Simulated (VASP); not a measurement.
Write the native input for VASP 6.6.1 that does the following.

- Task: single point
- Functional: revPBE
- Dispersion: D3(BJ)
- Potentials or basis: VASP PAW PBE potentials, release 64 (Bi_d, Te)
- Cutoff: 520 eV
- k mesh: 7 × 7 × 7
- Occupations: fermi-dirac, width 0.05 eV
- Spin: no spin polarisation
- Dipole correction: no
- Further INCAR settings: ALGO = Normal; EDIFF = 1e-07; NBANDS = 32

The structure of Bi2Te3 lies in POSCAR:

```
Bi2Te3
1.0
    2.1782814357      1.2576313732     10.0974386602
   -2.1782814357      1.2576313732     10.0974386602
    0.0000000000     -2.5152627466     10.0974386602
Bi Te
2 3
Direct
    0.6000000000      0.6000000000      0.6000000000
    0.4000000000      0.4000000000      0.4000000000
    0.7905000000      0.7905000000      0.7905000000
    0.2095000000      0.2095000000      0.2095000000
    0.0000000000      0.0000000000      0.0000000000
```

One way to write it, as run:

INCAR

```
PREC = Accurate
ENCUT = 520
EDIFF = 1E-7
ISMEAR = -1
SIGMA = 0.05
LREAL = False
LASPH = True
NELM = 80
ALGO = Normal
ISIF = 2
LWAVE = False
LCHARG = False
GGA = RE
IVDW = 12
NBANDS = 32
```

KPOINTS

```
regular mesh
0
Gamma
  7 7 7
```

Potentials or basis: VASP PAW PBE potentials, release 64 (Bi_d, Te).

Run with:

```bash
$ cat potpaw_PBE.64/Bi_d/POTCAR potpaw_PBE.64/Te/POTCAR > POTCAR
$ mpirun -np 1 vasp_std > vasp.out
```

It gave:

```json
{
  "Pressure": "-0.2 GPa",
  "Largest force": "0.101 eV/Å",
  "Band gap on the k mesh": "0.30 eV",
  "Dispersion energy per atom": "-0.855 eV"
}
```

Caveat: the PAW data sets were made with another functional, which shifts forces and pressure a little; spin-orbit coupling is left out, which moves the levels of the heavy elements.

Run time: 41 min on 1 thread of Intel Xeon 8259CL (shared host), peak memory 0.99 GiB.
